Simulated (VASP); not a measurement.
# Ta (I4/mmm) in VASP: further runs, part 3 of 3

VASP 6.6.1. The steps go on from the part before.

## 5. Single point, PBEsol (strain +0.030 along x and y, -0.030 along z)

Contents of INCAR:

```
ALGO = Normal ; EDIFF = 1E-7
ENCUT = 520 ; GGA = PS
ISIF = 2 ; ISMEAR = 0
LASPH = True ; LCHARG = True
LELF = True ; LREAL = False
LVHAR = True ; LWAVE = False
NBANDS = 12 ; NELM = 80
PREC = Accurate ; SIGMA = 0.15
```

Contents of KPOINTS:

```
k-points
0
Gamma
  20 20 20
```

Contents of POSCAR:

```
Ta
1.0
   -1.7008184000      1.7008184000      1.6017416000
    1.7008184000     -1.7008184000      1.6017416000
    1.7008184000      1.7008184000     -1.6017416000
Ta
1
Direct
    0.0000000000      0.0000000000      0.0000000000
```

Potentials or basis: VASP PAW PBE potentials, release 64 (Ta_pv).

Command:

```
$ cat potpaw_PBE.64/Ta_pv/POTCAR > POTCAR
$ mpirun -np 1 vasp_std > vasp.out
```

OUTCAR:

```text
EDIFF = 1E-7
   ENCUT = 520
   GGA = PS
   ISIF = 2
   ISMEAR = 0
   LASPH = True
   LREAL = False
   NELM = 80
   PREC = Accurate

 ion  position               nearest neighbor table
   1  0.000  0.000  0.000-

  LATTYP: Found a body centered tetragonal cell.
 ALAT       =     3.4016368000
 C/A-ratio  =     0.9417475728

  Lattice vectors:

 A1 = (  -1.7008184000,   1.7008184000,   1.6017416000)
 A2 = (   1.7008184000,  -1.7008184000,   1.6017416000)
 A3 = (   1.7008184000,   1.7008184000,  -1.6017416000)

Analysis of symmetry for initial positions (statically):
=====================================================================
 Subroutine PRICEL returns:
 Original cell was already a primitive cell.

 Routine SETGRP: Setting up the symmetry group for a
 body centered tetragonal supercell.

 Subroutine GETGRP returns: Found 16 space group operations
 (whereof 16 operations were pure point group operations)
 out of a pool of 16 trial point group operations.

The static configuration has the point symmetry D_4h.

Analysis of symmetry for dynamics (positions and initial velocities):
[... 168 lines left out ...]
      2     -28.0525      2.00000
      3     -28.0368      2.00000
      4      -2.7241      2.00000
      5       5.3406      0.02502
      6       6.0997      0.00000
      7       6.0997      0.00000
      8       8.4231      0.00000
      9       9.4642      0.00000
     10      19.6514      0.00000
     11      19.6720      0.00000
     12      19.6720      0.00000
[... 331 lines left out ...]
 k-point    24 :      -0.3500    0.0500    0.0000
  band No.  band energies     occupation
      1     -28.8370      2.00000
      2     -28.3213      2.00000
      3     -28.0755      2.00000
      4       0.4961      2.00000
      5       3.9298      2.00000
      6       5.0057      1.64021
      7       8.9074      0.00000
      8       9.3607      0.00000
      9       9.9681      0.00000
     10      18.4034      0.00000
     11      19.6332      0.00000
     12      20.3621      0.00000

 [... further k-points ...]

------------------------ aborting loop because EDIFF is reached ----------------------------------------

  FORCE on cell =-STRESS in cart. coord.  units (eV):
  Direction    XX          YY          ZZ          XY          YZ          ZX
  --------------------------------------------------------------------------------------
  -------------------------------------------------------------------------------------
  Total       -1.2052214     -1.2052214     -0.5707447      0.0000000      0.0000000     -0.0000000
  in kB     -104.1859351   -104.1859351    -49.3382973      0.0000000      0.0000000     -0.0000000
  external PRESSURE =     -85.9033892 kB  Pullay stress =       0.0000000 kB

 VOLUME and BASIS-vectors are now :
 -----------------------------------------------------------------------------
  energy-cutoff  :      520.00
  volume of cell :       18.53
      direct lattice vectors                 reciprocal lattice vectors
    -1.700818400  1.700818400  1.601741600     0.000000000  0.293976123  0.312160214
     1.700818400 -1.700818400  1.601741600     0.293976123  0.000000000  0.312160214
     1.700818400  1.700818400 -1.601741600     0.293976123  0.293976123  0.000000000

 POSITION                                       TOTAL-FORCE (eV/Angst)
 -----------------------------------------------------------------------------------
      0.00000      0.00000      0.00000        -0.000000      0.000000     -0.000000
 -----------------------------------------------------------------------------------
    total drift:                               -0.000000      0.000000      0.000000

  FREE ENERGIE OF THE ION-ELECTRON SYSTEM (eV)
  ---------------------------------------------------
  free  energy   TOTEN  =       -12.5205196369 eV

  energy  without entropy=      -12.5046237682  energy(sigma->0) =      -12.51257170
```

OSZICAR:

```text
N       E                     dE             d eps       ncg     rms          rms(c)
DAV:   1     0.607536618245E+02    0.60754E+02   -0.61006E+03 15432   0.869E+02
DAV:   2    -0.120138386579E+02   -0.72768E+02   -0.70997E+02 17100   0.245E+02
DAV:   3    -0.130556798753E+02   -0.10418E+01   -0.10316E+01 18336   0.275E+01
DAV:   4    -0.130585365529E+02   -0.28567E-02   -0.28564E-02 17128   0.161E+00
DAV:   5    -0.130585465287E+02   -0.99758E-05   -0.99749E-05 18508   0.899E-02    0.131E+01
DAV:   6    -0.126429196199E+02    0.41563E+00   -0.33209E-01 18408   0.606E+00    0.622E+00
DAV:   7    -0.125221041471E+02    0.12082E+00   -0.28251E-01 17816   0.513E+00    0.363E-01
DAV:   8    -0.125205772082E+02    0.15269E-02   -0.83211E-03 16848   0.775E-01    0.152E-01
DAV:   9    -0.125205231819E+02    0.54026E-04   -0.16636E-04 18180   0.131E-01    0.235E-02
DAV:  10    -0.125205196105E+02    0.35715E-05   -0.44370E-06 17064   0.211E-02    0.258E-03
DAV:  11    -0.125205196369E+02   -0.26434E-07   -0.15766E-07 13700   0.442E-03
   1 F= -.12520520E+02 E0= -.12512572E+02  d E =-.158959E-01
```

stdout:

```text
POSCAR found type information on POSCAR Ta
 POSCAR found :  1 types and       1 ions
 scaLAPACK will be used
 -----------------------------------------------------------------------------
|                                                                             |
|                                                                             |
|     You enforced a specific xc type in the INCAR file but a different       |
|     I HOPE YOU KNOW WHAT YOU ARE DOING!                                     |
|                                                                             |
 -----------------------------------------------------------------------------

 LDA part: xc-table for (Slater+PW92), standard interpolation
 POSCAR, INCAR and KPOINTS ok, starting setup
 FFT: planning ... GRIDC
 FFT: planning ... GRID_SOFT
 FFT: planning ... GRID
 WAVECAR not read
 entering main loop
```

It took 59 s on 1 thread of Intel Xeon 6975P-C, shared host; peak memory 0.26 GiB.

Results:

| Property | Result |
| --- | --- |
| Free energy | -12.5205 eV |
| Pressure | -8.6 GPa |

Stress tensor (GPa, compression positive):
```
-10.42   0.00   0.00
  0.00 -10.42   0.00
  0.00   0.00  -4.93
```

Caveat: the cell differs from its parent crystal (strain +0.030 along x and y, -0.030 along z); the PAW data sets were made with another functional, which shifts forces and pressure a little; spin-orbit coupling is left out, which moves the levels of the heavy elements.

## 6. Single point, PBEsol (strain +0.000 along x and y, +0.030 along z)

Contents of INCAR:

```
SYSTEM = Ta
PREC = Accurate
ENCUT = 520
EDIFF = 1E-6
ISMEAR = 0
SIGMA = 0.15
LREAL = .FALSE.
LASPH = .TRUE.
NELM = 100
ALGO = Fast
ISIF = 2
LWAVE = .FALSE.
LCHARG = .FALSE.
GGA = PS
NBANDS = 12
```

Contents of KPOINTS:

```
regular mesh
0
G
  20 20 20
  0 0 0
```

Contents of POSCAR:

```
Ta
1.0
   -1.6512800000      1.6512800000      1.7008184000
    1.6512800000     -1.6512800000      1.7008184000
    1.6512800000      1.6512800000     -1.7008184000
Ta
1
Direct
    0.0000000000      0.0000000000      0.0000000000
```

Potentials or basis: VASP PAW PBE potentials, release 64 (Ta_pv).

Command:

```
$ cat potpaw_PBE.64/Ta_pv/POTCAR > POTCAR
$ mpirun -np 1 vasp_std > vasp.out
```

It took 65 s on 1 thread of Intel Xeon 6975P-C, shared host; peak memory 0.25 GiB.

The run converged. Its results:

```yaml
Free_energy: -12.5299 eV
Pressure: -9.0 GPa
```

Stress tensor (GPa, compression positive):
```
 -7.95   0.00   0.00
  0.00  -7.95   0.00
  0.00   0.00 -11.12
```

Levels at points of the mesh, in eV from the Fermi level:
```
           k point  band 4  band 5  band 6  band 7  band 8  band 9
(0.00, 0.00, 0.00)   -7.81    0.61    0.61    0.97    3.64    4.12
(0.50, 0.00, 0.00)   -4.26   -1.34    1.42    3.53    4.72    7.48
(0.50, 0.50, 0.00)   -4.24   -1.71    1.63    4.07    4.91    7.57
(0.50, 0.50, 0.50)   -3.68   -3.59    6.53    6.65    6.65    7.90
```

Caveat: the cell differs from its parent crystal (strain +0.000 along x and y, +0.030 along z); the PAW data sets were made with another functional, which shifts forces and pressure a little; spin-orbit coupling is left out, which moves the levels of the heavy elements.

## 7. Single point, PBEsol (strain +0.030 along x and y, -0.015 along z)

INCAR, as its differences from that of step 6:

```diff
@@ -8,4 +8,4 @@
 LASPH = .TRUE.
-NELM = 100
-ALGO = Fast
+NELM = 80
+ALGO = Normal
 ISIF = 2
```

Contents of KPOINTS:

```
Automatic mesh
0
G
  20 20 20
  0 0 0
```

Contents of POSCAR:

```
Ta
1.0
   -1.7008184000      1.7008184000      1.6265108000
    1.7008184000     -1.7008184000      1.6265108000
    1.7008184000      1.7008184000     -1.6265108000
Ta
1
Direct
    0.0000000000      0.0000000000      0.0000000000
```

Potentials or basis: VASP PAW PBE potentials, release 64 (Ta_pv).

Command:

```
$ cat potpaw_PBE.64/Ta_pv/POTCAR > POTCAR
$ mpirun -np 1 vasp_std > vasp.out
```

OUTCAR:

```text
SYSTEM = Ta
   PREC = Accurate
   ENCUT = 520
   EDIFF = 1E-6
   ISMEAR = 0
   LREAL = .FALSE.
   LASPH = .TRUE.
   NELM = 80
   ISIF = 2
   GGA = PS

 ion  position               nearest neighbor table
   1  0.000  0.000  0.000-

  LATTYP: Found a body centered tetragonal cell.
 ALAT       =     3.4016368000
 C/A-ratio  =     0.9563106796

  Lattice vectors:

 A1 = (  -1.7008184000,   1.7008184000,   1.6265108000)
 A2 = (   1.7008184000,  -1.7008184000,   1.6265108000)
 A3 = (   1.7008184000,   1.7008184000,  -1.6265108000)

Analysis of symmetry for initial positions (statically):
=====================================================================
 Subroutine PRICEL returns:
 Original cell was already a primitive cell.

 Routine SETGRP: Setting up the symmetry group for a
 body centered tetragonal supercell.

 Subroutine GETGRP returns: Found 16 space group operations
 (whereof 16 operations were pure point group operations)
 out of a pool of 16 trial point group operations.

The static configuration has the point symmetry D_4h.

Analysis of symmetry for dynamics (positions and initial velocities):
[... 171 lines left out ...]
      5       5.3415      0.00060
      6       5.8914      0.00000
      7       5.8914      0.00000
      8       8.4081      0.00000
      9       9.1597      0.00000
     10      19.5608      0.00000
     11      19.5608      0.00000
     12      20.3673      0.00000
[... 331 lines left out ...]
 k-point    24 :      -0.3500    0.0500   -0.0000
  band No.  band energies     occupation
      1     -28.9810      2.00000
      2     -28.4881      2.00000
      3     -28.2517      2.00000
      4       0.3983      2.00000
      5       3.8897      2.00000
      6       4.8605      1.73011
      7       8.6619      0.00000
      8       9.1991      0.00000
      9       9.7632      0.00000
     10      18.2302      0.00000
     11      19.4328      0.00000
     12      19.8251      0.00000

 [... further k-points ...]

------------------------ aborting loop because EDIFF is reached ----------------------------------------

  FORCE on cell =-STRESS in cart. coord.  units (eV):
  Direction    XX          YY          ZZ          XY          YZ          ZX
  --------------------------------------------------------------------------------------
  -------------------------------------------------------------------------------------
  Total       -1.4960632     -1.4960632     -1.0074080      0.0000000      0.0000000      0.0000000
  in kB     -127.3584282   -127.3584282    -85.7596762      0.0000000      0.0000000      0.0000000
  external PRESSURE =    -113.4921776 kB  Pullay stress =       0.0000000 kB

 VOLUME and BASIS-vectors are now :
 -----------------------------------------------------------------------------
  energy-cutoff  :      520.00
  volume of cell :       18.82
      direct lattice vectors                 reciprocal lattice vectors
    -1.700818400  1.700818400  1.626510800     0.000000000  0.293976123  0.307406505
     1.700818400 -1.700818400  1.626510800     0.293976123  0.000000000  0.307406505
     1.700818400  1.700818400 -1.626510800     0.293976123  0.293976123  0.000000000

 POSITION                                       TOTAL-FORCE (eV/Angst)
 -----------------------------------------------------------------------------------
      0.00000      0.00000      0.00000         0.000000     -0.000000      0.000000
 -----------------------------------------------------------------------------------
    total drift:                                0.000000      0.000000     -0.000000

  FREE ENERGIE OF THE ION-ELECTRON SYSTEM (eV)
  ---------------------------------------------------
  free  energy   TOTEN  =       -12.5084948472 eV

  energy  without entropy=      -12.4927587956  energy(sigma->0) =      -12.50062682
```

OSZICAR:

```text
N       E                     dE             d eps       ncg     rms          rms(c)
DAV:   1     0.602581219182E+02    0.60258E+02   -0.60764E+03 15408   0.870E+02
DAV:   2    -0.120091493230E+02   -0.72267E+02   -0.70528E+02 17272   0.244E+02
DAV:   3    -0.130577361904E+02   -0.10486E+01   -0.10382E+01 18468   0.276E+01
DAV:   4    -0.130606966401E+02   -0.29604E-02   -0.29601E-02 17100   0.164E+00
DAV:   5    -0.130607072566E+02   -0.10616E-04   -0.10616E-04 18656   0.927E-02    0.128E+01
DAV:   6    -0.126323892431E+02    0.42832E+00   -0.34344E-01 18320   0.616E+00    0.600E+00
DAV:   7    -0.125099595539E+02    0.12243E+00   -0.28772E-01 17892   0.516E+00    0.361E-01
DAV:   8    -0.125085428781E+02    0.14167E-02   -0.91822E-03 17016   0.777E-01    0.140E-01
DAV:   9    -0.125084984879E+02    0.44390E-04   -0.15178E-04 18136   0.124E-01    0.232E-02
DAV:  10    -0.125084947983E+02    0.36896E-05   -0.39601E-06 17128   0.199E-02    0.248E-03
DAV:  11    -0.125084948472E+02   -0.48887E-07   -0.15930E-07  9820   0.445E-03
   1 F= -.12508495E+02 E0= -.12500627E+02  d E =-.157361E-01
```

stdout:

```text
POSCAR found type information on POSCAR Ta
 POSCAR found :  1 types and       1 ions
 scaLAPACK will be used
 -----------------------------------------------------------------------------
|                                                                             |
|                                                                             |
|     You enforced a specific xc type in the INCAR file but a different       |
|     I HOPE YOU KNOW WHAT YOU ARE DOING!                                     |
|                                                                             |
 -----------------------------------------------------------------------------

 LDA part: xc-table for (Slater+PW92), standard interpolation
 POSCAR, INCAR and KPOINTS ok, starting setup
 FFT: planning ... GRIDC
 FFT: planning ... GRID_SOFT
 FFT: planning ... GRID
 WAVECAR not read
 entering main loop
```

It took 52 s on 1 thread of Intel Xeon 6975P-C, shared host; peak memory 0.26 GiB.

What came out:

```yaml
Free_energy: -12.5085 eV
Pressure: -11.3 GPa
```

Stress tensor (GPa, compression positive):
```
-12.74   0.00   0.00
  0.00 -12.74   0.00
  0.00   0.00  -8.58
```

Caveat: the cell differs from its parent crystal (strain +0.030 along x and y, -0.015 along z); the PAW data sets were made with another functional, which shifts forces and pressure a little; spin-orbit coupling is left out, which moves the levels of the heavy elements.

## 8. Overview

```tsv
cell	gap on the mesh (eV)	pressure (GPa)
a = 2.861 Å, angles 108.3, 108.3, 111.9°, 1 atom	none	-3.3
a = 2.874 Å, angles 109.9, 109.9, 108.7°, 1 atom	none	-6.5
a = 2.875 Å, angles 108.7, 108.7, 111.1°, 1 atom	none	-6.3
a = 2.890 Å, angles 107.9, 107.9, 112.7°, 1 atom	none	-8.6
a = 2.889 Å, angles 110.3, 110.3, 107.9°, 1 atom	none	-9.0
a = 2.904 Å, angles 108.3, 108.3, 111.9°, 1 atom	none	-11.3
```

Alike in all rows: task single point; level PBEsol; potentials or basis VASP PAW PBE potentials, release 64 (Ta_pv); no spin polarisation; k mesh 20 × 20 × 20; cutoff (eV) 520; smearing gaussian 0.15 eV.

Caveats: the PAW data sets were made with another functional, which shifts forces and pressure a little; spin-orbit coupling is left out, which moves the levels of the heavy elements.

Absolute energies hang on the potentials; compare differences alone.
